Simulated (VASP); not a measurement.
A run of VASP 6.6.1 is set up as follows.

Contents of INCAR:

```
SYSTEM = MgCd3Se4
PREC     = Accurate       ! precision mode
ENCUT    = 520            ! plane-wave cutoff, eV
EDIFF    = 1E-6           ! SCF threshold, eV
ISMEAR   = 0              ! smearing method
SIGMA    = 0.1            ! smearing width, eV
LREAL    = .False.        ! projectors in reciprocal space
LASPH    = .True.         ! aspherical terms in the spheres
NELM     = 60             ! most SCF steps
ALGO     = Normal         ! electronic algorithm
ISIF     = 2              ! what is computed and relaxed
LWAVE    = .False.        ! write WAVECAR
LCHARG   = .True.         ! write CHGCAR
GGA      = PE             ! functional
LELF     = .True.         ! ELF
LVHAR    = .True.       
NBANDS   = 41             ! bands
```

KPOINTS

```
regular mesh
0
Gamma
  4 4 2
  0 0 0
```

POSCAR

```
MgCd3Se4
1.0
    4.0385405443      0.0000000000      0.0000000000
    0.0000000000      4.0385405443      0.0000000000
    0.0000000000      0.0000000000     11.3250549411
Mg Cd Se
1 3 4
Direct
    0.0000000000      0.0000000000      0.0000000000
    0.5000000000      0.5000000000      0.2488352141
    0.0000000000      0.0000000000      0.5000000000
    0.5000000000      0.5000000000      0.7511647859
    0.0000000000      0.0000000000      0.2450431228
    0.5000000000      0.5000000000      0.5000000000
    0.0000000000      0.0000000000      0.7549568772
    0.5000000000      0.5000000000      0.0000000000
```

Potentials or basis: VASP PAW PBE potentials, release 64 (Mg, Cd, Se).

Launch:

```bash
$ cat potpaw_PBE.64/Mg/POTCAR potpaw_PBE.64/Cd/POTCAR potpaw_PBE.64/Se/POTCAR > POTCAR
$ mpirun -np 1 vasp_std > vasp.out
```

(1) Predict the band gap on the k mesh.

(2) Predict the largest force.

(3) Estimate the pressure.

Answers

(1) zero (band 31 reaches 2.54 eV, above the bottom of band 32 at 2.12 eV).

(2) 0.024 eV/Å.

(3) 0.2 GPa.

Caveat: the k points lie up to 0.39 Å⁻¹ apart.
